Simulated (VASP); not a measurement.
Here is a VASP 6.6.1 calculation.

Contents of INCAR:

```
SYSTEM = Cd2HgSe3
PREC = Accurate
ENCUT = 520
EDIFF = 1E-7
ISMEAR = 0
SIGMA = 0.2
LREAL = .False.
LASPH = .True.
NELM = 80
ALGO = Normal
ISIF = 2
LWAVE = .False.
LCHARG = .False.
GGA = PE
NBANDS = 66
```

Contents of KPOINTS:

```
Automatic mesh
0
Gamma
  6 6 1
  0 0 0
```

Contents of POSCAR:

```
Cd2HgSe3
1.0
    4.3989726949      0.0000000289      0.0000000000
   -2.1994863725      3.8096220899      0.0000000000
    0.0000000000      0.0000000000     21.5151480000
Cd Hg Se
4 2 6
Direct
    0.0000000000      0.0000000000      0.0007390000
    0.0000000000      0.0000000000      0.5007390000
    0.6666666667      0.3333333333      0.1665145000
    0.6666666667      0.3333333333      0.6665145000
    0.3333333333      0.6666666667      0.3330670000
    0.3333333333      0.6666666667      0.8330670000
    0.6666666667      0.3333333333      0.0415595000
    0.6666666667      0.3333333333      0.5415595000
    0.3333333333      0.6666666667      0.2072230000
    0.3333333333      0.6666666667      0.7072230000
    0.0000000000      0.0000000000      0.3758965000
    0.0000000000      0.0000000000      0.8758965000
```

Potentials or basis: VASP PAW PBE potentials, release 64 (Cd, Hg, Se).

Run with:

```bash
$ cat potpaw_PBE.64/Cd/POTCAR potpaw_PBE.64/Hg/POTCAR potpaw_PBE.64/Se/POTCAR > POTCAR
$ mpirun -np 1 vasp_std > vasp.out
```

Q: What does it give for the largest force?

A: 0.005 eV/Å.

Q: Predict the pressure.

A: 0.3 GPa.

Forces in eV/Å, atoms in the order of the input:
```
Cd   0.000  0.000  0.004
Cd   0.000  0.000  0.004
Cd   0.000  0.000 -0.002
Cd   0.000  0.000 -0.002
Hg   0.000  0.000 -0.005
Hg   0.000  0.000 -0.005
Se   0.000  0.000 -0.001
Se   0.000  0.000 -0.001
Se   0.000  0.000  0.004
Se   0.000  0.000  0.004
Se   0.000  0.000  0.001
Se   0.000  0.000  0.001
```
